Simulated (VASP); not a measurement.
Crystal: Co.

```
CELL_PARAMETERS angstrom
2.47200 0.00000 0.00000
-1.23600 2.14081 0.00000
0.00000 0.00000 4.02114
ATOMIC_POSITIONS crystal
Co 0.66667 0.33333 0.75000
Co 0.33333 0.66667 0.25000
```

Base run:

| Quantity | Value |
| --- | --- |
| Program | VASP 6.6.1 |
| Functional | PBE |
| Potentials or basis | VASP PAW PBE potentials, release 64 (Co) |
| Cutoff | 520 eV |
| k mesh | 10 × 10 × 6 |
| Occupations | fermi-dirac, width 0.05 eV |
| Spin | collinear spin, ferromagnetic start |
| Starting moments | [2.0, 2.0] μB |
| Fixed moment | 4 μB |

Its results: pressure 12.6 GPa; site moments Co +1.99 μB.

**Question.** The run is repeated on the same cell with these changes: fixed moment from 4 μB to 2 μB; moments at the start from [2.0, 2.0] to [1.0, 1.0]. What comes out?

**Answer.** Pressure -3.3 GPa; site moments Co +1.02 μB.

Caveats: the total moment is fixed, so each spin has its own Fermi level; the cell stands under pressure (at least some runs); the cell stands under tension (at least some runs).
